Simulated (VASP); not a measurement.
## BaZrO3: single point with r2SCAN

Crystal: BaZrO3.

```
CELL_PARAMETERS angstrom
4.11933 0.00000 0.00000
0.00000 4.11933 0.00000
0.00000 0.00000 4.11933
ATOMIC_POSITIONS crystal
Ba 0.00000 0.00000 0.00000
Zr 0.50000 0.50000 0.50000
O 0.00000 0.50000 0.50000
O 0.50000 0.00000 0.50000
O 0.50000 0.50000 0.00000
```

```json
{
 "Program": "VASP 6.6.1",
 "Task": "single point",
 "Functional": "r2SCAN",
 "Potentials or basis": "VASP PAW PBE potentials, release 64 (Ba_sv, Zr_sv, O_h)",
 "Cutoff": "1480 eV",
 "k mesh": "6 × 6 × 6",
 "Occupations": "gaussian, width 0.02 eV",
 "Spin": "no spin polarisation"
}
```

```json
{
  "Pressure": "12.7 GPa",
  "Band gap on the k mesh": "3.84 eV (least direct gap 4.01 eV)"
}
```

Levels at points of the mesh, in eV from the valence-band top:
```csv
k point,band 16,band 17,band 18,band 19,band 20,band 21,band 22,band 23,band 24,band 25
"(0.00, 0.00, 0.00)",-1.09,-1.09,-0.17,-0.17,-0.17,3.84,3.84,3.84,5.25,5.25
"(0.50, 0.00, 0.00)",-1.82,-1.80,-1.80,-0.38,-0.38,4.33,6.60,6.60,7.18,7.59
"(0.50, 0.50, 0.00)",-2.55,-0.93,-0.93,-0.67,-0.08,6.56,6.56,7.31,7.48,8.71
"(0.50, 0.50, 0.50)",-2.57,-2.57,0.00,0.00,0.00,6.85,6.85,6.85,8.04,8.04
```

Wall time 19 min on 1 thread of AMD EPYC 7R43 64-Core Processor (Zen 3), with other jobs on the host, peak memory 0.52 GiB.

Caveat: the cell stands under pressure; the PAW data sets were made with another functional, which shifts forces and pressure a little; spin-orbit coupling is left out, which moves the levels of the heavy elements. r2SCAN opens gaps a little over a GGA but as a rule still falls short of measured ones.
